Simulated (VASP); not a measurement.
BAs:

```
B As
1.0
     0.00000    2.45166    2.36437
     2.45166    0.00000    2.36437
     2.45166    2.45166    0.00000
B As
1 1
Direct
  0.00000 0.00000 0.00000
  0.25000 0.25000 0.25000
```

This cell differs from its parent crystal: epitaxial xy strain +2.5%.

Base run:

| Property | Result |
| --- | --- |
| Program | VASP 6.6.1 |
| Functional | HSE06 |
| Potentials or basis | VASP PAW PBE potentials, release 64 (B, As) |
| Cutoff | 520 eV |
| k mesh | 6 × 6 × 6 |
| Occupations | gaussian, width 0.01 eV |
| Spin | no spin polarisation |

Its results: band gap on the k mesh 1.43 eV, indirect (least direct gap 3.68 eV); pressure -6.2 GPa.

Task: The run is repeated on the same cell with these changes: functional from HSE06 to PBE; cutoff from 520 eV to 500 eV. What comes out?

Result: Band gap on the k mesh 0.79 eV, indirect (least direct gap 2.86 eV); pressure -2.2 GPa.

HSE06 gives the wider gap, since exact exchange removes part of the self-interaction.

Caveats: the PAW data sets were made with another functional, which shifts forces and pressure a little (some runs).

A k mesh can miss the band edges.
